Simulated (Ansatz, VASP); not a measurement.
Na2Rh: VASP beside Ansatz

```xyz
3
Lattice="3.5498 0.0000 0.0000 -1.7749 3.0742 0.0000 0.0000 0.0000 8.1905" Properties=species:S:1:pos:R:3 pbc="T T T"
Na    1.7749    1.0247    5.6496
Na    0.0000    2.0495    2.5409
Rh    0.0000    0.0000    0.0000
```

Alike in both runs: task single point; functional PBE; k mesh 6 × 6 × 2; occupations gaussian, width 0.1 eV; no spin polarisation.

|  | VASP | Ansatz |
| --- | --- | --- |
| version | VASP 6.6.1 | Ansatz 0.2.0 |
| potentials or method | VASP PAW PBE potentials, release 64 (Na_pv, Rh_pv), cutoff 520 eV | scalar-relativistic, plane waves, PAW |
| valence electrons in the cell | 29 | 35 |

Ansatz gave:

| Item | Value |
| --- | --- |
| gap on the k mesh at the Fermi level (eV) | none |
| pressure (GPa) | -6.1 |
| traceless stress, the component that is largest in VASP (GPa) | 1.50 |
| rms of the force components (eV/Å) | 0.311 |

Q: Estimate VASP's values.

A: gap on the k mesh at the Fermi level (eV): none; pressure (GPa): -6.0; traceless stress, the component that is largest in VASP (GPa): 1.51; rms of the force components (eV/Å): 0.310.

Atom by atom the forces differ by 0.001 eV/Å (rms over components). A gap of «none» marks a metal or a gap that the smearing closes. VASP's potentials hold 29 valence electrons a cell and Ansatz's 35, so a difference there can come from the potentials and not from the codes.

The k mesh is coarse, so the values compare programs but aren't converged.
